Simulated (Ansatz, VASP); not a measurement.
One calculation of BaF2, two programs

Contents of INCAR:

```
SYSTEM = BaF2
PREC = Accurate
ENCUT = 600
EDIFF = 1E-7
ISMEAR = 0
SIGMA = 0.02
LREAL = .False.
LASPH = .True.
NELM = 120
ALGO = Normal
ISIF = 3
LWAVE = .False.
LCHARG = .False.
GGA = PE
IVDW = 12
IBRION = 2
NSW = 70
EDIFFG = -0.005
GGA_COMPAT = .False.
NELMIN = 4
```

The input KPOINTS:

```
regular mesh
0
Gamma
  6 6 6
  0 0 0
```

Contents of POSCAR:

```
BaF2
1.0
    0.0000000000      3.1230009549      3.1230009549
    3.1230009549      0.0000000000      3.1230009549
    3.1230009549      3.1230009549      0.0000000000
Ba F
1 2
Direct
    0.0000000000      0.0000000000      0.0000000000
    0.2500000000      0.2500000000      0.2500000000
    0.7500000000      0.7500000000      0.7500000000
```

Input for Ansatz:

```yaml
crystal:
  lattice:
    - [0.0, 3.1230009549, 3.1230009549]
    - [3.1230009549, 0.0, 3.1230009549]
    - [3.1230009549, 3.1230009549, 0.0]
  atoms:
    - { symbol: Ba, position: [0.0, 0.0, 0.0] }
    - { symbol: F, position: [0.25, 0.25, 0.25] }
    - { symbol: F, position: [0.75, 0.75, 0.75] }
basis:
  ecutwfc: 420
kpoints:
  mp_grid: { grid: [6, 6, 6] }
hamiltonian:
  xc: pbe
  dispersion: d3bj
scf:
  occupations: { method: gaussian, width: 0.02 }
output:
  forces: true
  stress: true
  eigenvalues: true
  write_density: true
  write_potential: true
  elf: true
  volumetric_format: npy
relax:
  adjacent_minimum: "off"
  f_tol: 0.005
  max_steps: 50
  cell: { stress_tol: 0.05 }
```

Alike in both runs: task relaxation of cell and atoms; functional PBE; dispersion D3(BJ); k mesh 6 × 6 × 6; occupations gaussian, width 0.02 eV; no spin polarisation.

```csv
,VASP,Ansatz
version,VASP 6.6.1,Ansatz 0.2.0
potentials or method,"VASP PAW PBE potentials, release 64 (Ba_sv, F), cutoff 600 eV","scalar-relativistic, plane waves, PAW"
valence electrons in the cell,24,24
```

```csv
,VASP,Ansatz,Ansatz less VASP
"gap on the k mesh at the Fermi level, each at its own relaxed structure (eV)",6.69,6.84,+0.147
relaxed volume (Å³/atom),20.26,19.93,-0.332
relaxed cell length with the largest relative difference (Å),4.413,4.389,-0.0242
```

Spin-orbit coupling is off throughout.
